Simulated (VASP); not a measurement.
A run of VASP 6.6.1 is set up as follows.

Contents of INCAR:

```
SYSTEM = CdS
PREC = Accurate ; ENCUT = 520
EDIFF = 1E-8 ; ISMEAR = 0
SIGMA = 0.01 ; LREAL = .False.
LASPH = .True. ; NELM = 100
ALGO = Normal ; ISIF = 2
LWAVE = .False. ; LCHARG = .False.
IBRION = 8 ; NSW = 1
```

The input KPOINTS:

```
Automatic mesh
0
Gamma
  8 8 8
  0 0 0
```

POSCAR

```
CdS
1.0
    2.8782623155      2.8782623155      0.0000000000
   -2.8782623155      2.8782623155      0.0000000000
    0.0000000000      2.8782623155      2.8782623155
Cd S
1 1
Direct
    0.0000000000      0.0000000000      0.0000000000
    0.7500000000      0.2500000000      0.5000000000
```

Potentials or basis: VASP PAW LDA potentials, release 64 (Cd, S).

Command:

```sh
$ cat potpaw_LDA.64/Cd/POTCAR potpaw_LDA.64/S/POTCAR > POTCAR
$ mpirun -np 1 vasp_std > vasp.out
```

**Question.** Estimate the highest phonon frequency at Γ, LO-TO splitting left out.

**Answer.** 249 cm⁻¹.

Phonon frequencies in cm⁻¹ (negative: imaginary):
```csv
q point,frequencies
"(0.000, 0.000, 0.000)",0 0 0 249 249 249
```
